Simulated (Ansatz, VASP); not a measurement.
**One calculation of SnO2, two programs**

```
Sn O
1.0
     1.61709    0.93363    4.80059
    -1.61709    0.93363    4.80059
     0.00000   -1.86726    4.80059
Sn O
1 2
Direct
  0.50000 0.50000 0.50000
  0.23717 0.23717 0.23717
  0.76283 0.76283 0.76283
```

Alike in both runs: task single point; functional PBEsol; k mesh 4 × 4 × 4; no spin polarisation.

|  | VASP | Ansatz |
| --- | --- | --- |
| version | VASP 6.6.1 | Ansatz 0.2.0 |
| potentials or method | VASP PAW PBE potentials, release 64 (Sn_d, O), cutoff 520 eV | plane waves, PAW |
| occupations | gaussian, width 0.01 eV | fixed |
| valence electrons in the cell | 26 | 26 |

|  | VASP | Ansatz | Ansatz less VASP |
| --- | --- | --- | --- |
| pressure (GPa) | -4.6 | -5.1 | -0.55 |
| traceless stress, the component that is largest in VASP (GPa) | 0.89 | 1.28 | +0.390 |
| rms of the force components (eV/Å) | 0.167 | 0.191 | +0.0241 |

VASP's potentials were made for PBE, not for PBEsol. Atom by atom the forces differ by 0.024 eV/Å (rms over components).

The k mesh is coarse, so the values compare programs but aren't converged.
